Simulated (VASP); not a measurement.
# BiMo (F-43m) in VASP: further runs, part 2 of 2

VASP 6.6.1. The steps go on from the part before.

### 3 Single point, PBEsol (30.08 Å³/atom)

This run uses another cell than the first one, of 30.08 Å³/atom.

Contents of INCAR:

```
SYSTEM = BiMo
PREC = Accurate ; ENCUT = 520
EDIFF = 1E-6 ; ISMEAR = 0
SIGMA = 0.05 ; LREAL = .False.
LASPH = .True. ; NELM = 80
ALGO = Normal ; ISIF = 2
LWAVE = .False. ; LCHARG = .False.
GGA = PS ; NBANDS = 22
```

Contents of KPOINTS:

```
regular mesh
0
Gamma
  10 10 10
  0 0 0
```

Contents of POSCAR:

```
BiMo
1.0
    0.0000000000      3.1100089294      3.1100089294
    3.1100089294      0.0000000000      3.1100089294
    3.1100089294      3.1100089294      0.0000000000
Mo Bi
1 1
Direct
    0.0000000000      0.0000000000      0.0000000000
    0.2500000000      0.2500000000      0.2500000000
```

Potentials or basis: VASP PAW PBE potentials, release 64 (Mo_sv, Bi_d).

On the command line:

```bash
$ cat potpaw_PBE.64/Mo_sv/POTCAR potpaw_PBE.64/Bi_d/POTCAR > POTCAR
$ mpirun -np 1 vasp_std > vasp.out
```

OUTCAR:

```text
SYSTEM = BiMo
   PREC = Accurate
   ENCUT = 520
   EDIFF = 1E-6
   ISMEAR = 0
   LREAL = .False.
   LASPH = .True.
   NELM = 80
   ISIF = 2
   GGA = PS

 ion  position               nearest neighbor table
   1  0.000  0.000  0.000-   2 2.69   2 2.69   2 2.69   2 2.69
   2  0.250  0.250  0.250-   1 2.69   1 2.69   1 2.69   1 2.69

  LATTYP: Found a face centered cubic cell.
 ALAT       =     6.2200178588

  Lattice vectors:

 A1 = (   0.0000000000,   3.1100089294,   3.1100089294)
 A2 = (   3.1100089294,   0.0000000000,   3.1100089294)
 A3 = (   3.1100089294,   3.1100089294,   0.0000000000)

Analysis of symmetry for initial positions (statically):
=====================================================================
 Subroutine PRICEL returns:
 Original cell was already a primitive cell.

 Routine SETGRP: Setting up the symmetry group for a
 face centered cubic supercell.

 Subroutine GETGRP returns: Found 24 space group operations
 (whereof 24 operations were pure point group operations)
 out of a pool of 48 trial point group operations.

The static configuration has the point symmetry T_d .

Analysis of symmetry for dynamics (positions and initial velocities):
=====================================================================
 Subroutine PRICEL returns:
 Original cell was already a primitive cell.

 Routine SETGRP: Setting up the symmetry group for a
 face centered cubic supercell.

 Subroutine GETGRP returns: Found 24 space group operations
 (whereof 24 operations were pure point group operations)
 out of a pool of 48 trial point group operations.

The dynamic configuration has the point symmetry T_d .

 Subroutine INISYM returns: Found 24 space group operations
 (whereof 24 operations are pure point group operations),
 and found     1 'primitive' translations

----------------------------------------------------------------------------------------

                                     Primitive cell

[... 101 lines left out ...]
   NELECT =      29.0000    total number of electrons
   NUPDOWN=      -1.0000    fix difference up-down
   EMIN   =  10.00;   EMAX   =-10.00  energy-range for DOS
   EFERMI =   0.00;   METHOD = LEGACY
   ISMEAR =     0;   SIGMA  =   0.05  broadening in eV -4-tet -1-fermi 0-gaus
   EFERMI_NEDOS =   21; number of points for ismear=-14 and -15
   IALGO  =     38    algorithm
   IMIX   =      4    mixing-type and parameters
     AMIX     =   0.40;   BMIX     =  1.00
     AMIX_MAG =   1.60;   BMIX_MAG =  1.00
  volume/ion in A,a.u.               =      30.08       202.99
  Fermi-wavevector in a.u.,A,eV,Ry     =   1.283618  2.425687 22.417988  1.647676
  Thomas-Fermi vector in A             =   2.415860
   LORBIT       =      0    0 simple, 1 ext, 2 COOP (PROOUT), +10 PAW based schemes
   GGA     = PS    functional components
   LHFCALC =     F    Hartree Fock is set to
   AEXX    =    0.0000 exact exchange contribution
   IVDW    =     0    specifies the selected vdW correction
   LEPSILON=     F    determine dielectric tensor
   LRPA    =     F    only Hartree local field effects (RPA)
 non-spin polarized calculation
 Gauss-broadening in eV      SIGMA  =   0.05
  energy-cutoff  :      520.00
  volume of cell :       60.16
 maximum number of plane-waves:      1639
 NGX is ok and might be reduce to    36
   NGX = 17   NGY = 17   NGZ = 17

 number of electron      28.9999996 magnetization

 Free energy of the ion-electron system (eV)
  ---------------------------------------------------
  ext. energy  EPLUGINS =         0.00000000
  ---------------------------------------------------
  free energy    TOTEN  =       -12.47372874 eV

  energy without entropy =      -12.45724463  energy(sigma->0) =      -12.46548668

 E-fermi :   5.8518     XC(G=0):  -9.9923

 val. band max:        5.8455476614   @ k =  -0.3000   0.4000   0.2000
 cond. band min:       5.8544258373   @ k =   0.4000   0.1000   0.0000
 fundamental gap:      0.0088781758
 Fermi energy:         5.8518124488

 k-point     1 :       0.0000    0.0000    0.0000
  band No.  band energies     occupation
      1     -54.6552      2.00000
      2     -28.8293      2.00000
      3     -28.8293      2.00000
      4     -28.8293      2.00000
      5     -16.2836      2.00000
      6     -16.2836      2.00000
[... 589 lines left out ...]
     21      15.4865      0.00000
     22      16.2630      0.00000

 [... further k-points ...]
[... 5 lines left out ...]
  --------------------------------------------------------------------------------------
  -------------------------------------------------------------------------------------
  Total        0.0218116      0.0218116      0.0218116      0.0000000     -0.0000000      0.0000000
  in kB        0.5808764      0.5808764      0.5808764      0.0000000     -0.0000000      0.0000000
  external PRESSURE =       0.5808764 kB  Pullay stress =       0.0000000 kB

 VOLUME and BASIS-vectors are now :
 -----------------------------------------------------------------------------
  energy-cutoff  :      520.00
  volume of cell :       60.16
      direct lattice vectors                 reciprocal lattice vectors
     0.000000000  3.110008929  3.110008929    -0.160771243  0.160771243  0.160771243
     3.110008929  0.000000000  3.110008929     0.160771243 -0.160771243  0.160771243
     3.110008929  3.110008929  0.000000000     0.160771243  0.160771243 -0.160771243

 POSITION                                       TOTAL-FORCE (eV/Angst)
 -----------------------------------------------------------------------------------
      0.00000      0.00000      0.00000         0.000000      0.000000      0.000000
      1.55500      1.55500      1.55500        -0.000000     -0.000000     -0.000000
 -----------------------------------------------------------------------------------
    total drift:                                0.000000      0.000000      0.000000

  FREE ENERGIE OF THE ION-ELECTRON SYSTEM (eV)
  ---------------------------------------------------
  free  energy   TOTEN  =       -12.4737287354 eV

  energy  without entropy=      -12.4572446305  energy(sigma->0) =      -12.46548668
```

OSZICAR:

```text
N       E                     dE             d eps       ncg     rms          rms(c)
DAV:   1     0.307082448543E+03    0.30708E+03   -0.14990E+04  2068   0.145E+03
DAV:   2     0.652549753862E+01   -0.30056E+03   -0.29052E+03  2128   0.441E+02
DAV:   3    -0.123631883210E+02   -0.18889E+02   -0.18258E+02  2544   0.113E+02
DAV:   4    -0.128878749161E+02   -0.52469E+00   -0.52045E+00  2384   0.196E+01
DAV:   5    -0.129045616126E+02   -0.16687E-01   -0.16683E-01  2740   0.339E+00    0.792E+00
DAV:   6    -0.125563191633E+02    0.34824E+00   -0.20847E+00  2230   0.864E+00    0.222E+00
DAV:   7    -0.124852660134E+02    0.71053E-01   -0.28747E-01  2378   0.430E+00    0.175E+00
DAV:   8    -0.124737027780E+02    0.11563E-01   -0.31015E-02  2746   0.162E+00    0.255E-01
DAV:   9    -0.124737052118E+02   -0.24338E-05   -0.13683E-03  2760   0.309E-01    0.830E-02
DAV:  10    -0.124737243950E+02   -0.19183E-04   -0.25595E-04  2818   0.167E-01    0.171E-02
DAV:  11    -0.124737283509E+02   -0.39559E-05   -0.17665E-05  2310   0.349E-02    0.799E-03
DAV:  12    -0.124737287354E+02   -0.38447E-06   -0.30859E-06  1980   0.141E-02
   1 F= -.12473729E+02 E0= -.12465487E+02  d E =-.164841E-01
```

Run time: 25 s. Hardware: 1 thread of Intel Xeon 6975P-C (Granite Rapids), shared host; peak memory 0.23 GiB.

Results:

```
Free energy            : -12.4737 eV
Pressure               : 0.1 GPa
Band gap on the k mesh : zero (an odd number of electrons rules out a gap without spin polarisation)
```

Caveat: the PAW data sets were made with another functional, which shifts forces and pressure a little; spin-orbit coupling is left out, which moves the levels of the heavy elements.

### 4 Single point, PBEsol (30.19 Å³/atom)

This run uses another cell than the first one, of 30.19 Å³/atom.

Contents of INCAR:

```
PREC = Accurate
ENCUT = 520
EDIFF = 1E-6
ISMEAR = 0
SIGMA = 0.05
LREAL = F
LASPH = T
NELM = 80
ALGO = Fast
ISIF = 2
LWAVE = F
LCHARG = F
GGA = PS
NBANDS = 22
```

Contents of KPOINTS:

```
regular mesh
0
Gamma
  10 10 10
```

Contents of POSCAR:

```
BiMo
1.0
    0.0000000000      3.1139237705      3.1139237705
    3.1139237705      0.0000000000      3.1139237705
    3.1139237705      3.1139237705      0.0000000000
Mo Bi
1 1
Direct
    0.0000000000      0.0000000000      0.0000000000
    0.2500000000      0.2500000000      0.2500000000
```

On the command line:

```bash
$ cat potpaw_PBE.64/Mo_sv/POTCAR potpaw_PBE.64/Bi_d/POTCAR > POTCAR
$ mpirun -np 1 vasp_std > vasp.out
```

Wall time 31 s (1 thread of Intel Xeon 6975P-C (Granite Rapids), shared host); peak memory 0.23 GiB.

The run converged. Its results:

```yaml
Free_energy: -12.4737 eV
Pressure: -0.3 GPa
Band_gap_on_the_k_mesh: zero (an odd number of electrons rules out a gap without spin polarisation)
```

Levels at points of the mesh, in eV from the Fermi level:
```
           k point  band 10  band 11  band 12  band 13  band 14  band 15  band 16  band 17  band 18  band 19
(0.00, 0.00, 0.00)   -11.42    -2.48    -2.48    -2.48    -0.10    -0.10     2.52     5.46     5.46     5.46
(0.50, 0.00, 0.00)   -10.66    -3.58    -2.18    -2.18     0.03     0.03     0.23     3.16     3.16     4.28
(0.50, 0.50, 0.00)   -10.40    -3.90    -1.40    -1.40    -0.67     0.08     0.48     0.93     0.93     5.35
```

Caveat: the PAW data sets were made with another functional, which shifts forces and pressure a little; spin-orbit coupling is left out, which moves the levels of the heavy elements.

### 5 Single point, PBEsol (30.68 Å³/atom)

This run uses another cell than the first one, of 30.68 Å³/atom.

Contents of INCAR:

```
SYSTEM = BiMo
  PREC = Accurate
  ENCUT = 520
  EDIFF = 1E-7
  ISMEAR = 0
  SIGMA = 0.05
  LREAL = .False.
  LASPH = .True.
  NELM = 80
  ALGO = Fast
  ISIF = 2
  LWAVE = .False.
  LCHARG = .False.
  GGA = PS
  NBANDS = 22
```

Contents of KPOINTS:

```
regular mesh
0
Gamma
  10 10 10
  0 0 0
```

Contents of POSCAR:

```
BiMo
1.0
    0.0000000000      3.1306056153      3.1306056153
    3.1306056153      0.0000000000      3.1306056153
    3.1306056153      3.1306056153      0.0000000000
Mo Bi
1 1
Direct
    0.0000000000      0.0000000000      0.0000000000
    0.2500000000      0.2500000000      0.2500000000
```

On the command line:

```bash
$ cat potpaw_PBE.64/Mo_sv/POTCAR potpaw_PBE.64/Bi_d/POTCAR > POTCAR
$ mpirun -np 1 vasp_std > vasp.out
```

Wall time 34 s (1 thread of Intel Xeon 6975P-C (Granite Rapids), shared host); peak memory 0.24 GiB.

The run converged. Its results:

```
Free energy            : -12.4691 eV
Pressure               : -1.4 GPa
Band gap on the k mesh : zero (an odd number of electrons rules out a gap without spin polarisation)
```

Levels at points of the mesh, in eV from the Fermi level:
```csv
k point,band 11,band 12,band 13,band 14,band 15,band 16,band 17,band 18
"(0.00, 0.00, 0.00)",-2.45,-2.45,-2.45,-0.10,-0.10,2.46,5.35,5.35
"(0.50, 0.00, 0.00)",-3.53,-2.15,-2.15,0.03,0.03,0.22,3.10,3.10
"(0.50, 0.50, 0.00)",-3.84,-1.39,-1.39,-0.64,0.08,0.45,0.92,0.92
```

Caveat: the PAW data sets were made with another functional, which shifts forces and pressure a little; spin-orbit coupling is left out, which moves the levels of the heavy elements.

### 6 Summary

| cell | gap on the mesh (eV) | pressure (GPa) |
| --- | --- | --- |
| a = 4.369 Å, angles 60.0°, 2 atoms | none | 1.6 |
| a = 4.398 Å, angles 60.0°, 2 atoms | none | 0.1 |
| a = 4.404 Å, angles 60.0°, 2 atoms | none | -0.3 |
| a = 4.427 Å, angles 60.0°, 2 atoms | none | -1.4 |

Alike in all rows: task single point; level PBEsol; potentials or basis VASP PAW PBE potentials, release 64 (Mo_sv, Bi_d); no spin polarisation; k mesh 10 × 10 × 10; cutoff (eV) 520; smearing gaussian 0.05 eV.

Caveats: the PAW data sets were made with another functional, which shifts forces and pressure a little; spin-orbit coupling is left out, which moves the levels of the heavy elements.

Absolute energies hang on the potentials; compare differences alone.
